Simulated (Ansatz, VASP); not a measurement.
# SrO: VASP beside Ansatz

```
Sr O
1.0
     4.27003    0.00000    0.00000
    -2.13502    3.69796    0.00000
     0.00000    0.00000    5.14445
Sr O
2 2
Direct
  0.33333 0.66667 0.93750
  0.66667 0.33333 0.43750
  0.33333 0.66667 0.43750
  0.66667 0.33333 0.93750
```

Alike in both runs: task single point; functional r2SCAN; k mesh 12 × 12 × 6; no spin polarisation.

```csv
,VASP,Ansatz
version,VASP 6.6.1,Ansatz 0.2.0
potentials or method,"VASP PAW PBE potentials, release 64 (Sr_sv, O)","plane waves, PAW"
plane-wave cutoff (eV),520,500
occupations,"gaussian, width 0.01 eV",fixed
valence electrons in the cell,32,32
```

```csv
,VASP,Ansatz,Ansatz less VASP
gap on the k mesh at the Fermi level (eV),3.02,3.03,+0.010
pressure (GPa),0.5,0.0,-0.47
```

VASP's potentials were made for PBE, not for r2SCAN.
